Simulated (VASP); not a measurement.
# BeS (F-43m) in VASP: further runs, part 2 of 3

VASP 6.6.1. Earlier steps stand in the parts before.

## Step 3: Single point, HSE06

This run uses another cell than the first one, of 14.43 Å³/atom, 0.995 times its volume.

Contents of POSCAR:

```
BeS
1.0
    0.0000000000      2.4343062282      2.4343062282
    2.4343062282      0.0000000000      2.4343062282
    2.4343062282      2.4343062282      0.0000000000
Be S
1 1
Direct
    0.0000000000      0.0000000000      0.0000000000
    0.2500000000      0.2500000000      0.2500000000
```

Contents of INCAR.step1:

```
ALGO = Normal ; EDIFF = 1E-5
ENCUT = 520 ; GGA = PE
ISIF = 2 ; ISMEAR = 0
LASPH = True ; LCHARG = False
LREAL = False ; LWAVE = True
NBANDS = 11 ; NELM = 100
PREC = Accurate ; SIGMA = 0.01
```

Contents of INCAR.step2:

```
ALGO = Normal ; EDIFF = 1E-6
ENCUT = 520 ; GGA = PE
HFSCREEN = 0.2079 ; ISIF = 2
ISMEAR = 0 ; ISTART = 1
LASPH = True ; LCHARG = False
LHFCALC = True ; LREAL = False
LWAVE = False ; NBANDS = 11
NELM = 100 ; PREC = Accurate
PRECFOCK = Normal ; SIGMA = 0.01
```

Contents of KPOINTS:

```
k-points
0
Gamma
  6 6 6
```

Potentials or basis: VASP PAW PBE potentials, release 64 (Be, S).

Command:

```bash
cat potpaw_PBE.64/Be/POTCAR potpaw_PBE.64/S/POTCAR > POTCAR
cp INCAR.step1 INCAR
mpirun -np 1 vasp_std > vasp.out
cp INCAR.step2 INCAR
mpirun -np 1 vasp_std > vasp.out
```

OUTCAR:

```text
EDIFF = 1E-6
   ENCUT = 520
   GGA = PE
   HFSCREEN = 0.2079
   ISIF = 2
   ISMEAR = 0
   ISTART = 1
   LASPH = True
   LHFCALC = True
   LREAL = False
   NELM = 100
   PREC = Accurate
   PRECFOCK = Normal

 ion  position               nearest neighbor table
   1  0.000  0.000  0.000-   2 2.11   2 2.11   2 2.11   2 2.11
   2  0.250  0.250  0.250-   1 2.11   1 2.11   1 2.11   1 2.11

  LATTYP: Found a face centered cubic cell.
 ALAT       =     4.8686124564

  Lattice vectors:

 A1 = (   0.0000000000,   2.4343062282,   2.4343062282)
 A2 = (   2.4343062282,   0.0000000000,   2.4343062282)
 A3 = (   2.4343062282,   2.4343062282,   0.0000000000)

Analysis of symmetry for initial positions (statically):
=====================================================================
 Subroutine PRICEL returns:
 Original cell was already a primitive cell.

 Routine SETGRP: Setting up the symmetry group for a
 face centered cubic supercell.

 Subroutine GETGRP returns: Found 24 space group operations
 (whereof 24 operations were pure point group operations)
 out of a pool of 48 trial point group operations.

The static configuration has the point symmetry T_d .

Analysis of symmetry for dynamics (positions and initial velocities):
=====================================================================
 Subroutine PRICEL returns:
 Original cell was already a primitive cell.

 Routine SETGRP: Setting up the symmetry group for a
 face centered cubic supercell.

 Subroutine GETGRP returns: Found 24 space group operations
 (whereof 24 operations were pure point group operations)
 out of a pool of 48 trial point group operations.

The dynamic configuration has the point symmetry T_d .

 Subroutine INISYM returns: Found 24 space group operations
 (whereof 24 operations are pure point group operations),
 and found     1 'primitive' translations

----------------------------------------------------------------------------------------

                                     Primitive cell

  volume of cell :      28.8507

  direct lattice vectors                    reciprocal lattice vectors
     0.000000000  2.434306228  2.434306228    -0.205397330  0.205397330  0.205397330
     2.434306228  0.000000000  2.434306228     0.205397330 -0.205397330  0.205397330
     2.434306228  2.434306228  0.000000000     0.205397330  0.205397330 -0.205397330

  length of vectors
     3.442628883  3.442628883  3.442628883     0.355758612  0.355758612  0.355758612

  position of ions in fractional coordinates (direct lattice)
     0.000000000  0.000000000  0.000000000
     0.250000000  0.250000000  0.250000000

  ion indices of the primitive-cell ions
   primitive index   ion index
                 1           1
                 2           2

----------------------------------------------------------------------------------------

 KPOINTS: k-points

Automatic generation of k-mesh.
 Grid dimensions read from file:
 generate k-points for:    6    6    6

 Generating k-lattice:

  Cartesian coordinates                     Fractional coordinates (reciprocal lattice)
    -0.034232888  0.034232888  0.034232888     0.166666667  0.000000000  0.000000000
[... 38 lines left out ...]
   NGX,Y,Z   is equivalent  to a cutoff of  13.52, 13.52, 13.52 a.u.
   NGXF,Y,Z  is equivalent  to a cutoff of  27.04, 27.04, 27.04 a.u.
 SYSTEM =  unknown system
   PREC   = accura    normal or accurate (medium, high low for compatibility)
   ISTART =      1    job   : 0-new  1-cont  2-samecut
   ICHARG =      0    charge: 1-file 2-atom 10-const
   ISPIN  =      1    spin polarized calculation?
   LNONCOLLINEAR =      F non collinear calculations
   LSORBIT =      F    spin-orbit coupling
   LASPH  =      T    aspherical Exc in radial PAW
   ENCUT  =  520.0 eV  38.22 Ry    6.18 a.u.   6.40  6.40  6.40*2*pi/ulx,y,z
   NELM   =    100;   NELMIN=  2; NELMDL=  0     # of ELM steps
   EDIFF  = 0.1E-05   stopping-criterion for ELM
   LREAL  =      F    real-space projection
   EDIFFG = 0.1E-04   stopping-criterion for IOM
   NSW    =      0    number of steps for IOM
   IBRION =     -1    ionic relax: 0-MD 1-quasi-New 2-CG
   NFREE  =      0    steps in history (QN), initial steepest desc. (CG)
   ISIF   =      2    stress and relaxation
   ISYM   =      3    0-nonsym 1-usesym 2-fastsym
   POTIM  = 0.5000    time-step for ionic-motion
   TEBEG  =    0.0;   TEEND  =   0.0 temperature during run
   PSTRESS=    0.0 pullay stress
   NELECT =       8.0000    total number of electrons
   NUPDOWN=      -1.0000    fix difference up-down
   EMIN   =  10.00;   EMAX   =-10.00  energy-range for DOS
   EFERMI =   0.00;   METHOD = LEGACY
   ISMEAR =     0;   SIGMA  =   0.01  broadening in eV -4-tet -1-fermi 0-gaus
   EFERMI_NEDOS =   21; number of points for ismear=-14 and -15
   IALGO  =     38    algorithm
   IMIX   =      1    mixing-type and parameters
     AMIX     =   0.40;   BMIX     =  1.00
     AMIX_MAG =   1.60;   BMIX_MAG =  1.00
  volume/ion in A,a.u.               =      14.43        97.35
  Fermi-wavevector in a.u.,A,eV,Ry     =   1.067545  2.017368 15.505918  1.139653
  Thomas-Fermi vector in A             =   2.203165
   LORBIT       =      0    0 simple, 1 ext, 2 COOP (PROOUT), +10 PAW based schemes
   GGA     = PE    functional components
   LHFCALC =     T    Hartree Fock is set to
   PRECFOCK=normal    Normal, Fast or Accurate (Low or Medium for compatibility)
   ENCUT4O =  -1.0   cutoff for four orbital integrals eV
   NKREDX  =     1    reduce k-point grid by
   NKREDY  =     1    reduce k-point grid by
   NKREDZ  =     1    reduce k-point grid by
   AEXX    =    0.2500 exact exchange contribution
   HFSCREEN=    0.2079 screening length (either q_TF or 0.3 A-1)
   HFSCREENC=   0.2079 screening length for correlation (either q_TF or 0.3 A-1)
   ENCUTFOCK=  -1.0 apply spherical cutoff to Coloumb kernel
   IVDW    =     0    specifies the selected vdW correction
   LEPSILON=     F    determine dielectric tensor
   LRPA    =     F    only Hartree local field effects (RPA)
 non-spin polarized calculation
 Gauss-broadening in eV      SIGMA  =   0.01
  energy-cutoff  :      520.00
  volume of cell :       28.85
 maximum number of plane-waves:       791
 NGX is ok and might be reduce to    28
  NGX = 20; NGY = 20; NGZ = 20

 number of electron       7.9999999 magnetization

 Free energy of the ion-electron system (eV)
  ---------------------------------------------------
  ext. energy  EPLUGINS =         0.00000000
  ---------------------------------------------------
  free energy    TOTEN  =       -11.38746417 eV

  energy without entropy =      -11.38746417  energy(sigma->0) =      -11.38746417

 E-fermi :   3.4585     XC(G=0):  -8.0508

 val. band max:        3.4022692609   @ k =   0.0000   0.0000   0.0000
 cond. band min:       7.4784774710   @ k =   0.5000   0.5000   0.0000
 fundamental gap:      4.0762082101
 Fermi energy:         3.4584971006

 k-point     1 :       0.0000    0.0000    0.0000
  band No.  band energies     occupation
      1     -11.6011      2.00000
      2       3.4023      2.00000
      3       3.4023      2.00000
      4       3.4023      2.00000
      5      10.2713      0.00000
      6      10.2713      0.00000
      7      10.2713      0.00000
      8      10.3648      0.00000
      9      17.6479      0.00000
     10      17.6479      0.00000
     11      19.5830      0.00000
[... 197 lines left out ...]
 k-point    16 :      -0.3333    0.5000    0.1667
  band No.  band energies     occupation
      1      -9.2204      2.00000
      2      -1.6146      2.00000
      3      -0.2706      2.00000
      4       0.0157      2.00000
      5       9.5961      0.00000
      6      11.2307      0.00000
      7      14.8205      0.00000
      8      15.3254      0.00000
      9      19.4513      0.00000
     10      19.4973      0.00000
     11      22.0863      0.00000

------------------------ aborting loop because EDIFF is reached ----------------------------------------

  FORCE on cell =-STRESS in cart. coord.  units (eV):
  Direction    XX          YY          ZZ          XY          YZ          ZX
  --------------------------------------------------------------------------------------
  -------------------------------------------------------------------------------------
  Total       -0.1893616     -0.1893616     -0.1893616      0.0000000      0.0000000      0.0000000
  in kB      -10.5159117    -10.5159117    -10.5159117      0.0000000      0.0000000      0.0000000
  external PRESSURE =     -10.5159117 kB  Pullay stress =       0.0000000 kB

 VOLUME and BASIS-vectors are now :
 -----------------------------------------------------------------------------
  energy-cutoff  :      520.00
  volume of cell :       28.85
      direct lattice vectors                 reciprocal lattice vectors
     0.000000000  2.434306228  2.434306228    -0.205397330  0.205397330  0.205397330
     2.434306228  0.000000000  2.434306228     0.205397330 -0.205397330  0.205397330
     2.434306228  2.434306228  0.000000000     0.205397330  0.205397330 -0.205397330

 POSITION                                       TOTAL-FORCE (eV/Angst)
 -----------------------------------------------------------------------------------
      0.00000      0.00000      0.00000         0.000000      0.000000      0.000000
      1.21715      1.21715      1.21715        -0.000000     -0.000000     -0.000000
 -----------------------------------------------------------------------------------
    total drift:                                0.000000     -0.000000      0.000000

  FREE ENERGIE OF THE ION-ELECTRON SYSTEM (eV)
  ---------------------------------------------------
  free  energy   TOTEN  =       -11.3874641715 eV

  energy  without entropy=      -11.3874641715  energy(sigma->0) =      -11.38746417
```

OUTCAR.step1:

```text
EDIFF = 1E-5
   ENCUT = 520
   GGA = PE
   ISIF = 2
   ISMEAR = 0
[... 435 lines left out ...]
 -----------------------------------------------------------------------------------
      0.00000      0.00000      0.00000         0.000000      0.000000     -0.000000
      1.21715      1.21715      1.21715        -0.000000     -0.000000      0.000000
 -----------------------------------------------------------------------------------
    total drift:                                0.000000      0.000000      0.000000

  FREE ENERGIE OF THE ION-ELECTRON SYSTEM (eV)
  ---------------------------------------------------
  free  energy   TOTEN  =       -10.0105089557 eV

  energy  without entropy=      -10.0105089557  energy(sigma->0) =      -10.01050896
```

OSZICAR.step1:

```text
N       E                     dE             d eps       ncg     rms          rms(c)
DAV:   1     0.207321988085E+02    0.20732E+02   -0.37672E+03   352   0.622E+02
DAV:   2    -0.895557853546E+01   -0.29688E+02   -0.28569E+02   448   0.114E+02
DAV:   3    -0.101723837653E+02   -0.12168E+01   -0.12142E+01   445   0.234E+01
DAV:   4    -0.101799715671E+02   -0.75878E-02   -0.75864E-02   460   0.216E+00
DAV:   5    -0.101800328612E+02   -0.61294E-04   -0.61294E-04   444   0.179E-01    0.557E+00
DAV:   6    -0.100480936191E+02    0.13194E+00   -0.11932E-01   411   0.163E+00    0.380E+00
DAV:   7    -0.100091235563E+02    0.38970E-01   -0.11491E-01   424   0.177E+00    0.101E+00
DAV:   8    -0.100103648832E+02   -0.12413E-02   -0.64789E-03   458   0.409E-01    0.142E-01
DAV:   9    -0.100104601375E+02   -0.95254E-04   -0.51356E-04   448   0.143E-01    0.292E-02
DAV:  10    -0.100105040991E+02   -0.43962E-04   -0.78602E-05   411   0.492E-02    0.999E-03
DAV:  11    -0.100105089557E+02   -0.48566E-05   -0.17656E-05   444   0.215E-02
   1 F= -.10010509E+02 E0= -.10010509E+02  d E =-.183279E-87
```

Run time: 4 min. Hardware: 1 thread of Intel Xeon 6975P-C (Granite Rapids), shared host; peak memory 0.25 GiB.

Results:

| Item | Value |
| --- | --- |
| Free energy | -11.3875 eV |
| Pressure | -1.1 GPa |
| Band gap on the k mesh | 4.08 eV, indirect (least direct gap 6.87 eV) |

Caveat: the PAW data sets were made with another functional, which shifts forces and pressure a little. A k mesh can miss the band edges.

[end of part 2 of 3]
